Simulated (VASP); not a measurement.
Set up this calculation in VASP 6.6.1, as the native input.

- Task: single point
- Functional: LDA
- Potentials or basis: VASP PAW LDA potentials, release 64 (Si)
- Cutoff: 520 eV
- k mesh: 15 × 15 × 15
- Occupations: methfessel-paxton, width 0.1 eV
- Spin: no spin polarisation
- Dipole correction: no
- Further INCAR settings: ALGO = Normal; EDIFF = 1e-07; NBANDS = 11

The structure of Si lies in POSCAR:

```
Si
1.0
   -2.3555628533      2.3555628533      1.3292650000
    2.3555628533     -2.3555628533      1.3292650000
    2.3555628533      2.3555628533     -1.3292650000
Si
2
Direct
    0.2500000000      0.7500000000      0.5000000000
    0.5000000000      0.5000000000      0.0000000000
```

One way to write it, as run:

INCAR

```
SYSTEM = Si
ALGO     = Normal         ! electronic algorithm
EDIFF    = 1E-7           ! SCF threshold, eV
ENCUT    = 520            ! plane-wave cutoff, eV
GGA      = CA             ! functional
ISIF     = 2              ! what is computed and relaxed
ISMEAR   = 1              ! smearing method
LASPH    = .TRUE.         ! aspherical terms in the spheres
LCHARG   = .TRUE.         ! write CHGCAR
LELF     = .TRUE.         ! ELF
LREAL    = .FALSE.        ! projectors in reciprocal space
LVHAR    = .TRUE.       
LWAVE    = .FALSE.        ! write WAVECAR
NBANDS   = 11             ! bands
NELM     = 100            ! most SCF steps
PREC     = Accurate       ! precision mode
SIGMA    = 0.1            ! smearing width, eV
```

KPOINTS

```
k-points
0
G
  15 15 15
  0 0 0
```

Potentials or basis: VASP PAW LDA potentials, release 64 (Si).

The run is started by

```console
$ cat potpaw_LDA.64/Si/POTCAR > POTCAR
$ mpirun -np 1 vasp_std > vasp.out
```

Results of the run:

The pressure is 0.9 GPa and the band gap on the k mesh is zero (band 4 reaches 11.96 eV, above the bottom of band 5 at 4.94 eV).

It took 32 s on 1 thread of Intel(R) Xeon(R) 6975P-C (Granite Rapids) (shared host), peak memory 0.19 GiB.
